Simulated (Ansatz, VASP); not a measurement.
**Two plane-wave programs on HfB**

INCAR

```
SYSTEM = HfB
ALGO = Normal
EDIFF = 1E-6
ENCUT = 520
GGA = PS
ISIF = 2
ISMEAR = 0
LASPH = .True.
LCHARG = .True.
LELF = .True.
LREAL = .False.
LVHAR = .True.
LWAVE = .False.
NBANDS = 21
NELM = 80
PREC = Accurate
SIGMA = 0.1
```

The input KPOINTS:

```
k-points
0
Gamma
  16 16 12
  0 0 0
```

File POSCAR:

```
HfB
1.0
    2.5016753146      2.5016753146      0.0000000000
   -2.5016753146      2.5016753146      0.0000000000
    0.0000000000      0.0000000000      5.0033506293
Hf B
2 2
Direct
    0.5000000000      0.5000000000      0.0000000000
    0.0000000000      0.0000000000      0.5000000000
    0.0000000000      0.0000000000      0.0000000000
    0.5000000000      0.5000000000      0.5000000000
```

Input for Ansatz:

```yaml
crystal:
  lattice:
    - [2.5016753146, 2.5016753146, 0.0]
    - [-2.5016753146, 2.5016753146, 0.0]
    - [0.0, 0.0, 5.0033506293]
  atoms:
    - { symbol: Hf, position: [0.5, 0.5, 0.0] }
    - { symbol: Hf, position: [0.0, 0.0, 0.5] }
    - { symbol: B, position: [0.0, 0.0, 0.0] }
    - { symbol: B, position: [0.5, 0.5, 0.5] }
basis:
  ecutwfc: 420
kpoints:
  mp_grid: { grid: [16, 16, 12] }
hamiltonian:
  xc: pbesol
scf:
  occupations: { method: gaussian, width: 0.1 }
output:
  forces: true
  stress: true
  eigenvalues: true
```

Change from the starting cell: equal strain along all axes, cell held, atoms relaxed: +4.5 %.

Alike in both runs: task single point; functional PBEsol; k mesh 16 × 16 × 12; occupations gaussian, width 0.1 eV; no spin polarisation.

```csv
,VASP,Ansatz
version,VASP 6.6.1,Ansatz 0.2.0
potentials or method,"VASP PAW PBE potentials, release 64 (Hf_pv, B), cutoff 520 eV","scalar-relativistic, plane waves, PAW"
valence electrons in the cell,26,58
```

```csv
,VASP,Ansatz,Ansatz less VASP
gap on the k mesh at the Fermi level (eV),none,none,-
pressure (GPa),-18.5,-18.4,+0.08
```

VASP's potentials were made for PBE, not for PBEsol. A gap of «none» marks a metal or a gap that the smearing closes. With one functional, cell and mesh, what is left measures potentials, basis and numerics. VASP's potentials hold 26 valence electrons a cell and Ansatz's 58, so a difference there can come from the potentials and not from the codes.

Spin-orbit coupling is off throughout.
